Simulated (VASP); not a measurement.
Hf, 4 atoms in the cell. The typed cell holds 4 atoms: a = 4.971 Å, b = 4.971 Å, c = 5.504 Å, α = 90.00°, β = 90.00°, γ = 120.00°. 

```yaml
Program: VASP 6.6.1
Task: single point
Functional: PBEsol
Potentials_or_basis: VASP PAW PBE potentials, release 64 (Hf_pv)
Cutoff: 520 eV
k_mesh: 6 × 6 × 4
Occupations: gaussian, width 0.1 eV
Spin: no spin polarisation
Dipole_correction: no
Further_INCAR_settings: ALGO = Normal; EDIFF = 1e-06; NBANDS = 28
```

Potentials or basis: VASP PAW PBE potentials, release 64 (Hf_pv).

Command:

```console
$ cat potpaw_PBE.64/Hf_pv/POTCAR > POTCAR
$ mpirun -np 1 vasp_std > vasp.out
```

Hardware: 1 thread of Intel(R) Xeon(R) Platinum 8259CL CPU @ 2.50GHz (Skylake/Cascade Lake) (shared host).

Problem. Estimate the wall time of this run.

Solution. Wall time 72 s on 1 thread of Intel(R) Xeon(R) Platinum 8259CL CPU @ 2.50GHz (Skylake/Cascade Lake) (shared host), peak memory 0.25 GiB. Counts: scf iterations 12, k points 21.
